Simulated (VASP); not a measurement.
La:

```
La
1.0
     3.29372    0.00000    0.00000
     0.00000    3.53899    0.00000
     0.00000    0.00000    4.20737
La
2
Direct
  0.00000 0.00000 0.03030
  0.50000 0.50000 0.96970
```

The cell was built from a structure type or drawn by symmetry, and may not be a known phase.

* Program: VASP 6.6.1
* Task: relaxation of cell and atoms
* Functional: PBE
* Potentials or basis: VASP PAW PBE potentials, release 64 (La)
* Cutoff: 600 eV
* k mesh: 6 × 6 × 4
* Occupations: gaussian, width 0.1 eV
* Spin: no spin polarisation

At the start: pressure 79.5 GPa; volume 24.52 Å³/atom.

Question: How do energy, volume and symmetry change on relaxing?

Answer: Over 36 steps the energy falls by 3925.7 meV/atom and the volume is 37.22 Å³/atom (+51.8 %); space group Pmmn (No. 59, to 0.1 Å) before, Fm-3m (No. 225, to 0.1 Å).

Step by step:
```csv
step,energy change (eV),largest force (eV/Å),pressure (GPa),volume (Å³)
1,0.0000,2.8627,79.47,49.04
2,-4.2475,0.0734,-5.31,170.61
3,-4.8885,0.0870,-5.31,151.03
4,-5.3491,0.1116,-5.34,136.85
5,-6.5497,0.2283,-1.90,87.73
6,-6.7171,0.2174,-1.49,82.32
7,-6.8818,0.3460,-0.59,75.53
8,-6.7039,0.0912,7.88,61.90
9,-6.9383,0.3694,0.00,72.76
10,-6.9826,0.3094,2.16,67.34
11,-6.9882,0.3122,1.46,68.82
12,-7.0338,0.2893,0.72,71.34
13,-7.0361,0.2776,0.68,72.03
14,-7.0685,0.3101,-0.44,75.02
15,-7.0862,0.3220,-1.46,78.59
16,-7.1052,0.3219,-1.52,78.90
17,-7.1790,0.3440,-1.81,79.77
18,-7.3327,0.3423,-2.31,81.20
19,-7.4598,0.3237,-2.65,82.70
20,-7.4554,0.3889,-2.65,82.35
21,-7.5268,0.3642,-1.88,79.13
22,-7.5480,0.3251,-1.20,76.77
23,-7.5939,0.3611,-0.68,74.71
24,-7.6578,0.4159,0.62,70.30
25,-7.5752,0.4780,4.56,61.65
26,-7.6658,0.4250,1.49,67.93
27,-7.7056,0.3985,1.13,69.05
28,-7.7745,0.3045,0.32,72.05
29,-7.7099,0.0325,-0.63,77.03
30,-7.7972,0.2067,-0.07,73.75
31,-7.8289,0.0973,-0.10,74.35
32,-7.8339,0.0345,-0.12,74.66
33,-7.8440,0.0433,0.06,74.10
34,-7.8472,0.0344,0.23,73.60
35,-7.8512,0.0108,-0.23,74.64
36,-7.8514,0.0184,-0.12,74.44
```

Final structure:
```yaml
crystal:
  lattice:
    - [3.71075, 0.00000, 0.00000]
    - [0.00000, 5.32115, 0.00000]
    - [0.00000, 0.00000, 3.76996]
  atoms:
    - { symbol: La, position: [0.00000, 0.00000, 0.24873] }
    - { symbol: La, position: [0.50000, 0.50000, 0.75127] }
```

Caveat: the k points lie up to 0.42 Å⁻¹ apart in the final cell, too coarse for converged energies and pressures of a metal; the volume moved by over 15 % at a fixed basis, so the end points are rough.
